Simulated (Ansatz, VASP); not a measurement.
## BH12C3N in VASP and in Ansatz

File INCAR:

```
PREC = Accurate
ENCUT = 600
EDIFF = 1E-6
ISMEAR = 0
SIGMA = 0.1
LREAL = Auto
LASPH = True
NELM = 100
ALGO = Normal
ISIF = 3
LWAVE = False
LCHARG = False
GGA = PE
IVDW = 12
IBRION = 2
NSW = 100
EDIFFG = -0.05
```

The input KPOINTS:

```
Automatic mesh
0
Gamma
  6 6 6
```

The input POSCAR:

```
BH12C3N
1.0
    4.5396000000      2.6209392820      1.9640666667
   -4.5396000000      2.6209392820      1.9640666667
    0.0000000000     -5.2418785640      1.9640666667
B H C N
1 12 3 1
Direct
    0.9171000000      0.9171000000      0.9171000000
    0.3005000000      0.5615000000      0.3005000000
    0.3005000000      0.3005000000      0.5615000000
    0.5615000000      0.3005000000      0.3005000000
    0.4100000000      0.8517000000      0.5812000000
    0.5812000000      0.4100000000      0.8517000000
    0.8517000000      0.5812000000      0.4100000000
    0.5812000000      0.8517000000      0.4100000000
    0.8517000000      0.4100000000      0.5812000000
    0.4100000000      0.5812000000      0.8517000000
    0.0429500000      0.0429500000      0.8310000000
    0.8310000000      0.0429500000      0.0429500000
    0.0429500000      0.8310000000      0.0429500000
    0.4662000000      0.7311000000      0.4662000000
    0.4662000000      0.4662000000      0.7311000000
    0.7311000000      0.4662000000      0.4662000000
    0.6426000000      0.6426000000      0.6426000000
```

Input for Ansatz:

```yaml
crystal:
  lattice:
    - [4.5396, 2.620939282, 1.9640666667]
    - [-4.5396, 2.620939282, 1.9640666667]
    - [0.0, -5.241878564, 1.9640666667]
  atoms:
    - { symbol: B, position: [0.9171, 0.9171, 0.9171] }
    - { symbol: H, position: [0.3005, 0.5615, 0.3005] }
    - { symbol: H, position: [0.3005, 0.3005, 0.5615] }
    - { symbol: H, position: [0.5615, 0.3005, 0.3005] }
    - { symbol: H, position: [0.41, 0.8517, 0.5812] }
    - { symbol: H, position: [0.5812, 0.41, 0.8517] }
    - { symbol: H, position: [0.8517, 0.5812, 0.41] }
    - { symbol: H, position: [0.5812, 0.8517, 0.41] }
    - { symbol: H, position: [0.8517, 0.41, 0.5812] }
    - { symbol: H, position: [0.41, 0.5812, 0.8517] }
    - { symbol: H, position: [0.04295, 0.04295, 0.831] }
    - { symbol: H, position: [0.831, 0.04295, 0.04295] }
    - { symbol: H, position: [0.04295, 0.831, 0.04295] }
    - { symbol: C, position: [0.4662, 0.7311, 0.4662] }
    - { symbol: C, position: [0.4662, 0.4662, 0.7311] }
    - { symbol: C, position: [0.7311, 0.4662, 0.4662] }
    - { symbol: "N", position: [0.6426, 0.6426, 0.6426] }
basis:
  ecutwfc: 420
kpoints:
  mp_grid: { grid: [6, 6, 6] }
hamiltonian:
  xc: pbe
  dispersion: d3bj
scf:
  occupations: { method: gaussian, width: 0.1 }
output:
  forces: true
  stress: true
  eigenvalues: true
relax:
  adjacent_minimum: "off"
  f_tol: 0.05
  max_steps: 80
  cell: { stress_tol: 0.5 }
```

Alike in both runs: task relaxation of cell and atoms; functional PBE; dispersion D3(BJ); k mesh 6 × 6 × 6; occupations gaussian, width 0.1 eV; no spin polarisation.

|  | VASP | Ansatz |
| --- | --- | --- |
| version | VASP 6.6.1 | Ansatz 0.2.0 |
| potentials or method | VASP PAW PBE potentials, release 64 (B, H, C, N), cutoff 600 eV | scalar-relativistic, plane waves, PAW |
| valence electrons in the cell | 32 | 32 |

|  | VASP | Ansatz | Ansatz less VASP |
| --- | --- | --- | --- |
| gap on the k mesh at the Fermi level, each at its own relaxed structure (eV) | 6.46 | 6.34 | -0.120 |
| relaxed volume (Å³/atom) | 7.77 | 8.08 | +0.314 |
| relaxed length of the cell vector where the two differ most in proportion (Å) | 5.502 | 5.572 | +0.0703 |
